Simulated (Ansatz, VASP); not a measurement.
## NaWSe3: VASP beside Ansatz

```
Na W Se
1.0
     2.60978   -4.11954    0.00000
     2.60978    4.11954    0.00000
     0.00000    0.00000    4.95009
Na W Se
1 1 3
Direct
  0.50000 0.50000 0.50000
  0.00000 0.00000 0.00000
  0.67597 0.32403 0.00000
  0.32403 0.67597 0.00000
  0.00000 0.00000 0.50000
```

Alike in both runs: functional PBE; k mesh 8 × 8 × 8; occupations gaussian, width 0.1 eV; no spin polarisation.

Ansatz relaxed the structure, and its values are those at the end. VASP's run is a single point on that final structure, the one shown.

|  | VASP | Ansatz |
| --- | --- | --- |
| version | VASP 6.6.1 | Ansatz 0.2.0 |
| potentials or method | VASP PAW PBE potentials, release 64 (Na_pv, W_sv, Se), cutoff 520 eV | scalar-relativistic, plane waves, PAW |
| valence electrons in the cell | 39 | 71 |

|  | VASP | Ansatz | Ansatz less VASP |
| --- | --- | --- | --- |
| gap on the k mesh at the Fermi level (eV) | none | none | - |
| pressure (GPa) | 0.2 | 0.0 | -0.14 |
| rms of the force components (eV/Å) | 0.004 | 0.002 | -0.0015 |

A gap of «none» marks a metal or a gap that the smearing closes. The functional is the same, so the differences come from potentials, cutoffs and numerics. VASP's potentials hold 39 valence electrons a cell and Ansatz's 71, so a difference there can come from the potentials and not from the codes.

Spin-orbit coupling is off throughout.
